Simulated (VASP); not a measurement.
A run of VASP 6.6.1 is set up as follows.

File INCAR:

```
PREC = Accurate ; ENCUT = 520
EDIFF = 1E-6 ; ISMEAR = 0
SIGMA = 0.1 ; LREAL = False
LASPH = True ; NELM = 60
ALGO = Normal ; ISIF = 2
LWAVE = False ; LCHARG = False
LDIPOL = True ; IDIPOL = 3
DIPOL = 0.5 0.5 0.521 ; GGA = PE
NBANDS = 42
```

File KPOINTS:

```
regular mesh
0
Gamma
  9 9 1
```

POSCAR

```
Si5Ni
1.0
    3.8677060746      0.0000000000      0.0000000000
   -1.9338530373      3.3495317150      0.0000000000
    0.0000000000      0.0000000000     28.1417730749
Si Ni
10 2
Direct
    0.3817373298      0.6182626702      0.2630789460
    0.0481182361     -0.0481182361      0.2862138002
    0.0508898306     -0.0508898306      0.3709315029
    0.7173940351      0.2826059649      0.3980145884
    0.7189952341      0.2810047659      0.4828372344
    0.3894873042      0.6105126958      0.5145074843
    0.7784442238      0.2215557762      0.5782764769
    0.1099833101      0.8900166899      0.6294396937
    0.4522543586      0.5477456414      0.6866531555
    0.7852608992      0.2147391008      0.7363615720
    0.4444386055      0.5555613945      0.6004192229
    0.1189018234      0.8810981766      0.7111484173
```

Potentials or basis: VASP PAW PBE potentials, release 64 (Si, Ni).

Launch:

```sh
$ cat potpaw_PBE.64/Si/POTCAR potpaw_PBE.64/Ni/POTCAR > POTCAR
$ mpirun -np 1 vasp_std > vasp.out
```

Question: What does it give for the band gap on the k mesh?

Answer: Zero (band 30 reaches 3.08 eV, above the bottom of band 31 at 1.88 eV).

Question: Predict the largest force.

Answer: 0.011 eV/Å.

Forces on the atoms (eV/Å):
```
Si   0.007 -0.004  0.007
Si  -0.002  0.001 -0.002
Si   0.002 -0.001  0.002
Si  -0.004  0.002 -0.002
Si   0.000  0.000 -0.004
Si  -0.004  0.003 -0.005
Si   0.004 -0.002  0.004
Si  -0.004  0.003 -0.006
Si   0.002 -0.001  0.007
Si  -0.002  0.001  0.003
Ni   0.001  0.000  0.000
Ni   0.003 -0.002 -0.003
```

Spin polarisation is off, so any magnetic state and its effect on volume and gap are missing.
